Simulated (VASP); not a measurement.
The system is Ge4As.

```
Ge As
1.0
     4.94444    0.00000    0.00000
     0.00000    4.94444    0.00000
     0.00000    0.00000    4.94444
Ge As
4 1
Direct
  0.50000 0.50000 0.50000
  0.50000 0.00000 0.00000
  0.00000 0.50000 0.00000
  0.00000 0.00000 0.50000
  0.00000 0.00000 0.00000
```

The cell was generated, and may not be a known phase.

```yaml
Program: VASP 6.6.1
Task: relaxation of cell and atoms
Functional: PBE
Potentials_or_basis: VASP PAW PBE potentials, release 64 (Ge_d, As)
Cutoff: 600 eV
k_mesh: 8 × 8 × 8
Occupations: gaussian, width 0.1 eV
Spin: no spin polarisation
```

At the start: pressure 2.0 GPa; volume 24.18 Å³/atom.

How do energy, volume and symmetry change on relaxing?

Over 3 steps the energy falls by 6.8 meV/atom and the volume is 25.31 Å³/atom (+4.7 %); space group Pm-3m (No. 221, to 0.1 Å) before and after.

Step by step:
| step | energy change (eV) | largest force (eV/Å) | pressure (GPa) | volume (Å³) |
| --- | --- | --- | --- | --- |
| 1 | 0.0000 | 0.0000 | 2.00 | 120.88 |
| 2 | -0.0340 | 0.0000 | 0.10 | 126.24 |
| 3 | -0.0340 | 0.0000 | -0.05 | 126.55 |

Final structure:
```cif
data_structure
_symmetry_space_group_name_H-M 'P 1'
_symmetry_Int_Tables_number 1
_cell_length_a 5.0205
_cell_length_b 5.0205
_cell_length_c 5.0205
_cell_angle_alpha 90.000
_cell_angle_beta 90.000
_cell_angle_gamma 90.000
_cell_volume 126.55
loop_
_atom_site_label
_atom_site_type_symbol
_atom_site_fract_x
_atom_site_fract_y
_atom_site_fract_z
_atom_site_occupancy
Ge1 Ge 0.50000 0.50000 0.50000 1
Ge2 Ge 0.50000 0.00000 0.00000 1
Ge3 Ge 0.00000 0.50000 0.00000 1
Ge4 Ge 0.00000 0.00000 0.50000 1
As1 As 0.00000 0.00000 0.00000 1
```

Caveat: an odd number of electrons without spin polarisation forces a metal; a magnetic or distorted state may lie lower.
